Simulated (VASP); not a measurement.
Set up this calculation in VASP 6.6.1, as the native input.

```
Task                   : single point
Functional             : PBE
Potentials or basis    : VASP PAW PBE potentials, release 64 (Ga_d, N)
Cutoff                 : 600 eV
k mesh                 : 6 × 8 × 3
Occupations            : gaussian, width 0.05 eV
Spin                   : no spin polarisation
Dipole correction      : no
Further INCAR settings : ALGO = Normal; EDIFF = 1e-06; NBANDS = 66
```

The structure of GaN lies in POSCAR:

```
GaN
1.0
    4.5070012150      0.0000000000      0.0000000000
    0.0000000000      2.2535006075     -2.2535006075
    0.0000000000      6.9372785178      6.9372785178
Ga N
6 6
Direct
    0.0000000000      0.0000000000      0.8932917973
    0.5000000000      0.5000000000      0.0811935798
    0.0000000000      0.0000000000      0.2436132233
    0.5000000000      0.5000000000      0.4060328668
    0.0000000000      0.0000000000      0.5684525103
    0.5000000000      0.5000000000      0.7308721538
    0.7500000000      0.0000000000      0.4060328668
    0.2500000000      0.5000000000      0.5684525103
    0.7500000000      0.0000000000      0.7308721538
    0.2500000000      0.5000000000      0.8932917973
    0.7500000000      0.0000000000      0.0811935798
    0.2500000000      0.5000000000      0.2436132233
```

This cell differs from its parent crystal: the distance across one plane changed.

One way to write it, as run:

INCAR

```
PREC     = Accurate       # precision mode
ENCUT    = 600            # plane-wave cutoff, eV
EDIFF    = 1E-6           # SCF threshold, eV
ISMEAR   = 0              # smearing method
SIGMA    = 0.05           # smearing width, eV
LREAL    = F              # projectors in reciprocal space
LASPH    = T              # aspherical terms in the spheres
NELM     = 120            # most SCF steps
ALGO     = Normal         # electronic algorithm
ISIF     = 2              # what is computed and relaxed
LWAVE    = F              # write WAVECAR
LCHARG   = F              # write CHGCAR
GGA      = PE             # functional
NBANDS   = 66             # bands
GGA_COMPAT= F
```

KPOINTS

```
regular mesh
0
Gamma
  6 8 3
```

Potentials or basis: VASP PAW PBE potentials, release 64 (Ga_d, N).

Launch:

```bash
$ cat potpaw_PBE.64/Ga_d/POTCAR potpaw_PBE.64/N/POTCAR > POTCAR
$ mpirun -np 1 vasp_std > vasp.out
```

Results of the run:

```yaml
Pressure: 1.3 GPa
Largest_force: 1.241 eV/Å
Band_gap_on_the_k_mesh: 1.51 eV
```

Caveat: the cell differs from its parent crystal (the distance across one plane changed); forces of over 1 eV/Å act on the atoms, so gaps and moduli don't describe the material at rest.

Wall time 8.3 min on 1 thread of Intel Xeon 8259CL, with other jobs on the host, peak memory 0.48 GiB.
